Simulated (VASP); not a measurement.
# Cu5Mo (P6/mmm) in VASP: a series of runs

The runs below take Cu5Mo through single point, with PBE.

Everything below comes from runs of VASP 6.6.1. Logs are shortened: lines on timing, memory, paths and dates and some standing lists are left out, and cuts for length are marked.

## Step 1: The cell of the first run

It takes space group P6/mmm (No. 191, hexagonal). Conventional cell: a = 4.709 Å, b = 4.709 Å, c = 4.117 Å, α = 90.00°, β = 90.00°, γ = 120.00°. Cu (site symmetry mmm) has 8 Cu at 2.35 to 2.47 Å and 4 Mo at 3.13 Å within 3.2 Å. Within 3.3 Å of Cu (site symmetry -6m2) lie 9 Cu at 2.47 to 2.72 Å and 3 Mo at 2.72 Å. Mo (site symmetry 6/mmm) has 18 Cu at 2.72 to 3.13 Å within 3.6 Å.

The cell was built from a structure type or drawn by symmetry, and may not be a known phase.

## Step 2: Single point, PBE

INCAR

```
ALGO = Fast
EDIFF = 1E-6
ENCUT = 520
GGA = PE
ISIF = 2
ISMEAR = 0
LASPH = True
LCHARG = True
LELF = True
LREAL = False
LVHAR = True
LWAVE = False
NBANDS = 44
NELM = 60
PREC = Accurate
SIGMA = 0.1
```

KPOINTS

```
k-points
0
Gamma
  6 6 4
```

POSCAR

```
Cu5Mo
1.0
    4.7087483830      0.0000000027      0.0000000000
   -2.3543741938      4.0778957183      0.0000000000
    0.0000000000      0.0000000000      4.1168979751
Cu Mo
5 1
Direct
    0.5000000000      0.0000000000      0.5000000000
    0.5000000000      0.5000000000      0.5000000000
    0.0000000000      0.5000000000      0.5000000000
    0.3333333333      0.6666666667      0.0000000000
    0.6666666667      0.3333333333      0.0000000000
    0.0000000000      0.0000000000      0.0000000000
```

Potentials or basis: VASP PAW PBE potentials, release 64 (Cu, Mo_sv).

Launch:

```sh
$ cat potpaw_PBE.64/Cu/POTCAR potpaw_PBE.64/Mo_sv/POTCAR > POTCAR
$ mpirun -np 1 vasp_std > vasp.out
```

OUTCAR:

```text
EDIFF = 1E-6
   ENCUT = 520
   GGA = PE
   ISIF = 2
   ISMEAR = 0
   LASPH = True
   LREAL = False
   NELM = 60
   PREC = Accurate

 ion  position               nearest neighbor table
   1  0.500  0.000  0.500-   2 2.35   2 2.35   3 2.35   3 2.35   4 2.47   5 2.47   4 2.47   5 2.47
                             6 3.13   6 3.13   6 3.13   6 3.13
   2  0.500  0.500  0.500-   1 2.35   1 2.35   3 2.35   3 2.35   4 2.47   5 2.47   4 2.47   5 2.47
                             6 3.13   6 3.13   6 3.13   6 3.13
   3  0.000  0.500  0.500-   1 2.35   1 2.35   2 2.35   2 2.35   4 2.47   5 2.47   4 2.47   5 2.47
                             6 3.13   6 3.13   6 3.13   6 3.13
   4  0.333  0.667  0.000-   1 2.47   1 2.47   3 2.47   3 2.47   2 2.47   2 2.47   5 2.72   6 2.72
                             5 2.72   6 2.72   6 2.72   5 2.72
   5  0.667  0.333  0.000-   1 2.47   1 2.47   3 2.47   3 2.47   2 2.47   2 2.47   4 2.72   6 2.72
                             4 2.72   6 2.72   6 2.72   4 2.72
   6  0.000  0.000  0.000-   4 2.72   5 2.72   4 2.72   5 2.72   5 2.72   4 2.72   3 3.13   3 3.13
                             3 3.13   3 3.13   2 3.13   2 3.13   2 3.13   2 3.13   1 3.13   1 3.13

  LATTYP: Found a hexagonal cell.
 ALAT       =     4.7087483830
 C/A-ratio  =     0.8743083385

  Lattice vectors:

 A1 = (   4.7087483830,   0.0000000027,   0.0000000000)
 A2 = (  -2.3543741938,   4.0778957183,   0.0000000000)
 A3 = (   0.0000000000,   0.0000000000,   4.1168979751)

Analysis of symmetry for initial positions (statically):
=====================================================================
 Subroutine PRICEL returns:
 Original cell was already a primitive cell.

 Routine SETGRP: Setting up the symmetry group for a
 hexagonal supercell.

 Subroutine GETGRP returns: Found 24 space group operations
 (whereof 24 operations were pure point group operations)
 out of a pool of 24 trial point group operations.

The static configuration has the point symmetry D_6h.

Analysis of symmetry for dynamics (positions and initial velocities):
=====================================================================
 Subroutine PRICEL returns:
 Original cell was already a primitive cell.

 Routine SETGRP: Setting up the symmetry group for a
 hexagonal supercell.

 Subroutine GETGRP returns: Found 24 space group operations
 (whereof 24 operations were pure point group operations)
 out of a pool of 24 trial point group operations.

The dynamic configuration has the point symmetry D_6h.

 Subroutine INISYM returns: Found 24 space group operations
 (whereof 24 operations are pure point group operations),
 and found     1 'primitive' translations

----------------------------------------------------------------------------------------

                                     Primitive cell

  volume of cell :      79.0518

  direct lattice vectors                    reciprocal lattice vectors
     4.708748383  0.000000003  0.000000000     0.212370660  0.122612258  0.000000000
    -2.354374194  4.077895718  0.000000000    -0.000000000  0.245224515  0.000000000
     0.000000000  0.000000000  4.116897975     0.000000000  0.000000000  0.242901332

  length of vectors
     4.708748383  4.708748383  4.116897975     0.245224515  0.245224515  0.242901332

  position of ions in fractional coordinates (direct lattice)
     0.500000000  0.000000000  0.500000000
     0.500000000  0.500000000  0.500000000
     1.000000000  0.500000000  0.500000000
     0.333333333  0.666666667  0.000000000
     0.666666667  0.333333333  0.000000000
     0.000000000  0.000000000  0.000000000

  ion indices of the primitive-cell ions
   primitive index   ion index
                 1           1
                 2           2
                 3           3
                 4           4
                 5           5
                 6           6

----------------------------------------------------------------------------------------

 KPOINTS: k-points

Automatic generation of k-mesh.
 Grid dimensions read from file:
 generate k-points for:    6    6    4

 Generating k-lattice:

  Cartesian coordinates                     Fractional coordinates (reciprocal lattice)
     0.035395110  0.020435376  0.000000000     0.166666667 -0.000000000  0.000000000
    -0.000000000  0.040870752  0.000000000     0.000000000  0.166666667  0.000000000
     0.000000000  0.000000000  0.060725333     0.000000000  0.000000000  0.250000000

  Length of vectors
     0.040870752  0.040870752  0.060725333

  Shift w.r.t. Gamma in fractional coordinates (k-lattice)
     0.000000000  0.000000000  0.000000000

 Subroutine IBZKPT returns following result:
 ===========================================

 Found     21 irreducible k-points:

 Following reciprocal coordinates:
            Coordinates               Weight
  0.000000  0.000000  0.000000      1.000000
  0.166667 -0.000000  0.000000      6.000000
  0.333333  0.000000  0.000000      6.000000
  0.500000 -0.000000  0.000000      3.000000
  0.166667  0.166667  0.000000      6.000000
  0.333333  0.166667  0.000000     12.000000
[... 13 lines left out ...]
  0.333333  0.166667  0.500000     12.000000
  0.333333  0.333333  0.500000      2.000000
   k-points           NKPTS =     21   k-points in BZ     NKDIM =     21   number of bands    NBANDS=     44
   number of dos      NEDOS =    301   number of ions     NIONS =      6
   total plane-waves  NPLWV =  41472
   dimension x,y,z NGX =    36 NGY =   36 NGZ =   32
   dimension x,y,z NGXF=    72 NGYF=   72 NGZF=   64
   ions per type =               5   1
   NGX,Y,Z   is equivalent  to a cutoff of  12.71, 12.71, 12.92 a.u.
   NGXF,Y,Z  is equivalent  to a cutoff of  25.42, 25.42, 25.84 a.u.
 SYSTEM =  unknown system
   PREC   = accura    normal or accurate (medium, high low for compatibility)
   ISTART =      0    job   : 0-new  1-cont  2-samecut
   ICHARG =      2    charge: 1-file 2-atom 10-const
   ISPIN  =      1    spin polarized calculation?
   LNONCOLLINEAR =      F non collinear calculations
   LSORBIT =      F    spin-orbit coupling
   LASPH  =      T    aspherical Exc in radial PAW
   ENCUT  =  520.0 eV  38.22 Ry    6.18 a.u.   8.76  8.76  7.65*2*pi/ulx,y,z
   NELM   =     60;   NELMIN=  2; NELMDL= -5     # of ELM steps
   EDIFF  = 0.1E-05   stopping-criterion for ELM
   LREAL  =      F    real-space projection
   EDIFFG = 0.1E-04   stopping-criterion for IOM
   NSW    =      0    number of steps for IOM
   IBRION =     -1    ionic relax: 0-MD 1-quasi-New 2-CG
   NFREE  =      0    steps in history (QN), initial steepest desc. (CG)
   ISIF   =      2    stress and relaxation
   ISYM   =      2    0-nonsym 1-usesym 2-fastsym
   POTIM  = 0.5000    time-step for ionic-motion
   TEBEG  =    0.0;   TEEND  =   0.0 temperature during run
   PSTRESS=    0.0 pullay stress
   NELECT =      69.0000    total number of electrons
   NUPDOWN=      -1.0000    fix difference up-down
   EMIN   =  10.00;   EMAX   =-10.00  energy-range for DOS
   EFERMI =   0.00;   METHOD = LEGACY
   ISMEAR =     0;   SIGMA  =   0.10  broadening in eV -4-tet -1-fermi 0-gaus
   EFERMI_NEDOS =   21; number of points for ismear=-14 and -15
   IALGO  =     68    algorithm
   IMIX   =      4    mixing-type and parameters
     AMIX     =   0.40;   BMIX     =  1.00
     AMIX_MAG =   1.60;   BMIX_MAG =  1.00
  volume/ion in A,a.u.               =      13.18        88.91
  Fermi-wavevector in a.u.,A,eV,Ry     =   1.564542  2.956556 33.304238  2.447792
  Thomas-Fermi vector in A             =   2.667151
   LORBIT       =      0    0 simple, 1 ext, 2 COOP (PROOUT), +10 PAW based schemes
   GGA     = PE    functional components
   LHFCALC =     F    Hartree Fock is set to
   AEXX    =    0.0000 exact exchange contribution
   IVDW    =     0    specifies the selected vdW correction
   LEPSILON=     F    determine dielectric tensor
   LRPA    =     F    only Hartree local field effects (RPA)
 non-spin polarized calculation
 RMM-DIIS sequential band-by-band and
 Gauss-broadening in eV      SIGMA  =   0.10
  energy-cutoff  :      520.00
  volume of cell :       79.05
 maximum number of plane-waves:      2144
 NGX is ok and might be reduce to    36
   NGX = 17   NGY = 17   NGZ = 15

 number of electron      68.9999947 magnetization

 Free energy of the ion-electron system (eV)
  ---------------------------------------------------
  ext. energy  EPLUGINS =         0.00000000
  ---------------------------------------------------
  free energy    TOTEN  =       -27.06247249 eV

  energy without entropy =      -27.03585937  energy(sigma->0) =      -27.04916593

 E-fermi :   7.8762     XC(G=0): -12.5085

 val. band max:        7.8668072012   @ k =   0.3333   0.1667   0.2500
 cond. band min:       7.8954271242   @ k =   0.3333   0.0000   0.2500
 fundamental gap:      0.0286199230
 Fermi energy:         7.8762351681

 k-point     1 :       0.0000    0.0000    0.0000
  band No.  band energies     occupation
      1     -53.2827      2.00000
      2     -27.3651      2.00000
      3     -27.3651      2.00000
      4     -27.2234      2.00000
      5      -0.9746      2.00000
      6       2.5128      2.00000
[... 36 lines left out ...]
     43      15.4312      0.00000
     44      17.6709      0.00000

 k-point     2 :       0.1667   -0.0000    0.0000
  band No.  band energies     occupation
      1     -53.2826      2.00000
      2     -27.3661      2.00000
      3     -27.3652      2.00000
      4     -27.2233      2.00000
      5      -0.7095      2.00000
      6       2.6497      2.00000
[... 36 lines left out ...]
     43      15.9279      0.00000
     44      15.9745      0.00000

 k-point     3 :       0.3333    0.0000    0.0000
  band No.  band energies     occupation
      1     -53.2826      2.00000
      2     -27.3681      2.00000
      3     -27.3655      2.00000
      4     -27.2233      2.00000
      5       0.0306      2.00000
      6       2.4136      2.00000
[... 835 lines left out ...]
     43      16.4685      0.00000
     44      17.4381      0.00000

 k-point    21 :       0.3333    0.3333    0.5000
  band No.  band energies     occupation
      1     -53.2822      2.00000
      2     -27.3666      2.00000
      3     -27.3666      2.00000
      4     -27.2338      2.00000
      5       2.6189      2.00000
      6       2.6189      2.00000
[... 36 lines left out ...]
     43      16.6678      0.00000
     44      17.2409      0.00000

------------------------ aborting loop because EDIFF is reached ----------------------------------------

  FORCE on cell =-STRESS in cart. coord.  units (eV):
  Direction    XX          YY          ZZ          XY          YZ          ZX
  --------------------------------------------------------------------------------------
  -------------------------------------------------------------------------------------
  Total        0.3185157      0.3185157      0.3917193      0.0000000      0.0000000     -0.0000000
  in kB        6.4554976      6.4554976      7.9391478      0.0000000      0.0000000     -0.0000000
  external PRESSURE =       6.9500476 kB  Pullay stress =       0.0000000 kB

 VOLUME and BASIS-vectors are now :
 -----------------------------------------------------------------------------
  energy-cutoff  :      520.00
  volume of cell :       79.05
      direct lattice vectors                 reciprocal lattice vectors
     4.708748383  0.000000003  0.000000000     0.212370660  0.122612258  0.000000000
    -2.354374194  4.077895718  0.000000000    -0.000000000  0.245224515  0.000000000
     0.000000000  0.000000000  4.116897975     0.000000000  0.000000000  0.242901332

 POSITION                                       TOTAL-FORCE (eV/Angst)
 -----------------------------------------------------------------------------------
      2.35437      0.00000      2.05845         0.000000      0.000000      0.000000
      1.17719      2.03895      2.05845         0.000000      0.000000      0.000000
     -1.17719      2.03895      2.05845         0.000000      0.000000      0.000000
     -0.00000      2.71860      0.00000        -0.000000     -0.000000      0.000000
      2.35437      1.35930      0.00000         0.000000      0.000000     -0.000000
      0.00000      0.00000      0.00000         0.000000      0.000000      0.000000
 -----------------------------------------------------------------------------------
    total drift:                                0.000000      0.000000      0.000000

  FREE ENERGIE OF THE ION-ELECTRON SYSTEM (eV)
  ---------------------------------------------------
  free  energy   TOTEN  =       -27.0624724946 eV

  energy  without entropy=      -27.0358593714  energy(sigma->0) =      -27.04916593
```

It took 47 s on 1 thread of Intel Xeon 6975P-C (Granite Rapids), shared host; peak memory 0.22 GiB.

What came out:

* Free energy: -27.0625 eV
* Pressure: 0.7 GPa
* Band gap on the k mesh: zero (an odd number of electrons rules out a gap without spin polarisation)

Caveat: the k points lie up to 0.38 Å⁻¹ apart, too coarse for converged energies and pressures of a metal.

## Step 3: Single point, PBE

This run uses another cell than the first one, of 14.86 Å³/atom.

INCAR

```
PREC = Accurate
ENCUT = 520
EDIFF = 1E-6
ISMEAR = 0
SIGMA = 0.1
LREAL = F
LASPH = T
NELM = 60
ALGO = Fast
ISIF = 2
LWAVE = F
LCHARG = T
GGA = PE
LELF = T
LVHAR = T
NBANDS = 44
```

KPOINTS

```
regular mesh
0
Gamma
  6 6 4
```

POSCAR

```
Cu5Mo
1.0
    5.0046579700      0.0000000000      0.0000000000
   -2.5023289900      4.3341609400      0.0000000000
    0.0000000000      0.0000000000      4.1091202500
Cu Mo
5 1
Direct
    0.5000000000      0.0000000000      0.5000000000
    0.5000000000      0.5000000000      0.5000000000
    0.0000000000      0.5000000000      0.5000000000
    0.3333333300      0.6666666700      0.0000000000
    0.6666666700      0.3333333300      0.0000000000
    0.0000000000      0.0000000000      0.0000000000
```

Potentials or basis: VASP PAW PBE potentials, release 64 (Cu, Mo_sv).

Launch:

```sh
$ cat potpaw_PBE.64/Cu/POTCAR potpaw_PBE.64/Mo_sv/POTCAR > POTCAR
$ mpirun -np 1 vasp_std > vasp.out
```

OUTCAR:

```text
PREC = Accurate
   ENCUT = 520
   EDIFF = 1E-6
   ISMEAR = 0
   LREAL = F
   LASPH = T
   NELM = 60
   ISIF = 2
   GGA = PE

 ion  position               nearest neighbor table
   1  0.500  0.000  0.500-   3 2.50   3 2.50   2 2.50   2 2.50   4 2.51   5 2.51   4 2.51   5 2.51

   2  0.500  0.500  0.500-   3 2.50   3 2.50   1 2.50   1 2.50   4 2.51   5 2.51   4 2.51   5 2.51

   3  0.000  0.500  0.500-   1 2.50   1 2.50   2 2.50   2 2.50   4 2.51   5 2.51   4 2.51   5 2.51

   4  0.333  0.667  0.000-   3 2.51   3 2.51   1 2.51   1 2.51   2 2.51   2 2.51   6 2.89   6 2.89
                             6 2.89
   5  0.667  0.333  0.000-   3 2.51   3 2.51   1 2.51   1 2.51   2 2.51   2 2.51   6 2.89   6 2.89
                             6 2.89
   6  0.000  0.000  0.000-   4 2.89   5 2.89   5 2.89   4 2.89   5 2.89   4 2.89

  LATTYP: Found a hexagonal cell.
 ALAT       =     5.0046579700
 C/A-ratio  =     0.8210591562

  Lattice vectors:

 A1 = (   5.0046579700,   0.0000000000,   0.0000000000)
 A2 = (  -2.5023289900,   4.3341609400,   0.0000000000)
 A3 = (   0.0000000000,   0.0000000000,   4.1091202500)

Analysis of symmetry for initial positions (statically):
=====================================================================
 Subroutine PRICEL returns:
 Original cell was already a primitive cell.

 Routine SETGRP: Setting up the symmetry group for a
 hexagonal supercell.

 Subroutine GETGRP returns: Found 24 space group operations
 (whereof 24 operations were pure point group operations)
 out of a pool of 24 trial point group operations.

The static configuration has the point symmetry D_6h.

Analysis of symmetry for dynamics (positions and initial velocities):
=====================================================================
 Subroutine PRICEL returns:
 Original cell was already a primitive cell.

 Routine SETGRP: Setting up the symmetry group for a
 hexagonal supercell.

[... 130 lines left out ...]
  Fermi-wavevector in a.u.,A,eV,Ry     =   1.503194  2.840625 30.743628  2.259593
  Thomas-Fermi vector in A             =   2.614336
   LORBIT       =      0    0 simple, 1 ext, 2 COOP (PROOUT), +10 PAW based schemes
   GGA     = PE    functional components
   LHFCALC =     F    Hartree Fock is set to
   AEXX    =    0.0000 exact exchange contribution
   IVDW    =     0    specifies the selected vdW correction
   LEPSILON=     F    determine dielectric tensor
   LRPA    =     F    only Hartree local field effects (RPA)
 non-spin polarized calculation
 RMM-DIIS sequential band-by-band and
 Gauss-broadening in eV      SIGMA  =   0.10
  energy-cutoff  :      520.00
  volume of cell :       89.13
 maximum number of plane-waves:      2439
 NGX is ok and might be reduce to    40
   NGX = 19   NGY = 19   NGZ = 15

 number of electron      68.9999969 magnetization

 Free energy of the ion-electron system (eV)
  ---------------------------------------------------
  ext. energy  EPLUGINS =         0.00000000
  ---------------------------------------------------
  free energy    TOTEN  =       -26.51852006 eV

  energy without entropy =      -26.48439693  energy(sigma->0) =      -26.50145849

 E-fermi :   6.4441     XC(G=0): -11.8450

 val. band max:        6.4250102482   @ k =   0.3333  -0.0000   0.2500
 cond. band min:       6.4533063864   @ k =   0.3333   0.1667   0.2500
 fundamental gap:      0.0282961382
 Fermi energy:         6.4440605568

 k-point     1 :       0.0000    0.0000    0.0000
  band No.  band energies     occupation
      1     -54.7347      2.00000
      2     -28.7882      2.00000
      3     -28.7882      2.00000
      4     -28.6634      2.00000
      5      -1.6030      2.00000
      6       1.8242      2.00000
[... 976 lines left out ...]
     43      14.1352      0.00000
     44      14.6100      0.00000

------------------------ aborting loop because EDIFF is reached ----------------------------------------

  FORCE on cell =-STRESS in cart. coord.  units (eV):
  Direction    XX          YY          ZZ          XY          YZ          ZX
  --------------------------------------------------------------------------------------
  -------------------------------------------------------------------------------------
  Total       -8.5083221     -8.5083221     -4.4058041      0.0000000     -0.0000000      0.0000000
  in kB     -152.9418067   -152.9418067    -79.1967709      0.0000002     -0.0000000      0.0000000
  external PRESSURE =    -128.3601281 kB  Pullay stress =       0.0000000 kB

 VOLUME and BASIS-vectors are now :
 -----------------------------------------------------------------------------
  energy-cutoff  :      520.00
  volume of cell :       89.13
      direct lattice vectors                 reciprocal lattice vectors
     5.004657970  0.000000000  0.000000000     0.199813855  0.115362583  0.000000000
    -2.502328990  4.334160940  0.000000000     0.000000000  0.230725165  0.000000000
     0.000000000  0.000000000  4.109120250     0.000000000  0.000000000  0.243361094

 POSITION                                       TOTAL-FORCE (eV/Angst)
 -----------------------------------------------------------------------------------
      2.50233      0.00000      2.05456         0.000000      0.000000      0.000000
      1.25116      2.16708      2.05456         0.000000      0.000000      0.000000
     -1.25116      2.16708      2.05456         0.000000      0.000000      0.000000
     -0.00000      2.88944      0.00000        -0.000000      0.000000      0.000000
      2.50233      1.44472      0.00000        -0.000000      0.000000      0.000000
      0.00000      0.00000      0.00000         0.000000      0.000000      0.000000
 -----------------------------------------------------------------------------------
    total drift:                               -0.000000     -0.000000     -0.000000

  FREE ENERGIE OF THE ION-ELECTRON SYSTEM (eV)
  ---------------------------------------------------
  free  energy   TOTEN  =       -26.5185200559 eV

  energy  without entropy=      -26.4843969302  energy(sigma->0) =      -26.50145849
```

Run time: 63 s. Hardware: 1 thread of Intel Xeon 6975P-C (Granite Rapids), shared host; peak memory 0.25 GiB.

What came out:

* Free energy: -26.5185 eV
* Pressure: -12.8 GPa
* Band gap on the k mesh: zero (an odd number of electrons rules out a gap without spin polarisation)

Caveat: the k points lie up to 0.38 Å⁻¹ apart, too coarse for converged energies and pressures of a metal.
